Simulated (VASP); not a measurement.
## BiH4: relaxation of cell and atoms with PBE

The system is BiH4.

```
Bi H
1.0
     0.00000    2.82001    2.82001
     2.82001    0.00000    2.82001
     2.82001    2.82001    0.00000
Bi H
1 4
Direct
  0.75000 0.75000 0.75000
  0.35489 0.93534 0.35489
  0.35489 0.35489 0.35489
  0.93534 0.35489 0.35489
  0.35489 0.35489 0.93534
```

```
Program                : VASP 6.6.1
Task                   : relaxation of cell and atoms
Functional             : PBE
Potentials or basis    : VASP PAW PBE potentials, release 64 (Bi_d, H)
Cutoff                 : 600 eV
k mesh                 : 12 × 12 × 12
Occupations            : gaussian, width 0.1 eV
Spin                   : no spin polarisation
Dipole correction      : no
Further INCAR settings : ALGO = Normal; EDIFF = 1e-06; IBRION = 2; EDIFFG = -0.01; NSW = 100; ISIF = 3
```

```json
{
 "Relaxed volume": "8.95 Å³/atom",
 "Relaxed cell": "a = 3.985 Å, b = 3.985 Å, c = 3.985 Å, α = 60.00°, β = 60.00°, γ = 60.00°",
 "Space group after relaxing (to 0.05 Å)": "F-43m (No. 216)",
 "Energy gained by relaxing": "0.0 meV/atom",
 "Ionic steps": "8",
 "Pressure after relaxing": "0.1 GPa",
 "Largest force after relaxing": "0.009 eV/Å"
}
```

Forces in eV/Å, atoms in the order of the input:
```
Bi   0.000  0.000  0.000
H    0.005 -0.005  0.005
H   -0.005 -0.005 -0.005
H   -0.005  0.005  0.005
H    0.005  0.005 -0.005
```

Final structure:
```xyz
5
Lattice="0.0000 2.8179 2.8179 2.8179 0.0000 2.8179 2.8179 2.8179 0.0000" Properties=species:S:1:pos:R:3 pbc="T T T"
Bi    4.2268    4.2268    4.2268
H     3.6370    1.9988    3.6370
H     1.9988    1.9988    1.9988
H     1.9988    3.6370    3.6370
H     3.6370    3.6370    1.9988
```

Levels at points of the mesh, in eV from the Fermi level:
| k point | band 6 | band 7 | band 8 | band 9 | band 10 | band 11 | band 12 | band 13 |
| --- | --- | --- | --- | --- | --- | --- | --- | --- |
| (0.00, 0.00, 0.00) | -13.72 | -2.62 | -0.32 | -0.32 | -0.32 | 3.35 | 3.35 | 3.35 |
| (0.50, 0.00, 0.00) | -11.27 | -8.81 | -0.47 | -0.32 | -0.32 | 1.63 | 1.63 | 2.68 |
| (0.50, 0.50, 0.00) | -10.67 | -6.40 | -5.64 | -3.06 | -3.06 | 2.07 | 6.53 | 6.53 |

Wall time 3.2 min on 1 thread of AMD EPYC 7R43 64-Core Processor (Zen 3), with other jobs on the host, peak memory 0.19 GiB.

Caveat: spin-orbit coupling is left out, which moves the levels of the heavy elements.
